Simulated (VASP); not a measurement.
Set up this calculation in VASP 6.6.1, as the native input.

```
Task                   : single point
Functional             : PBE
Potentials or basis    : VASP PAW PBE potentials, release 64 (Mg, O)
Cutoff                 : 520 eV
k mesh                 : 12 × 12 × 6
Occupations            : gaussian, width 0.02 eV
Spin                   : no spin polarisation
Dipole correction      : no
Further INCAR settings : ALGO = Normal; EDIFF = 1e-07; NBANDS = 16
```

The structure of MgO lies in POSCAR:

```
MgO
1.0
    3.3150785077      0.0000000000      0.0000000000
   -1.6575392538      2.8709422032      0.0000000000
    0.0000000000      0.0000000000      5.1182377532
Mg O
2 2
Direct
    0.3333333333      0.6666666667      0.0061939067
    0.6666666667      0.3333333333      0.5061939067
    0.3333333333      0.6666666667      0.3984060833
    0.6666666667      0.3333333333      0.8984060833
```

One way to write it, as run:

INCAR

```
SYSTEM = MgO
PREC = Accurate
ENCUT = 520
EDIFF = 1E-7
ISMEAR = 0
SIGMA = 0.02
LREAL = .FALSE.
LASPH = .TRUE.
NELM = 80
ALGO = Normal
ISIF = 2
LWAVE = .FALSE.
LCHARG = .FALSE.
GGA = PE
NBANDS = 16
```

KPOINTS

```
Automatic mesh
0
G
  12 12 6
  0 0 0
```

Potentials or basis: VASP PAW PBE potentials, release 64 (Mg, O).

Command:

```sh
$ cat potpaw_PBE.64/Mg/POTCAR potpaw_PBE.64/O/POTCAR > POTCAR
$ mpirun -np 1 vasp_std > vasp.out
```

It gave:

```
Pressure               : -0.4 GPa
Largest force          : 0.004 eV/Å
Band gap on the k mesh : 3.39 eV
```

Run time: 2.3 min on 1 thread of Intel Xeon 8259CL (shared host), peak memory 0.21 GiB.
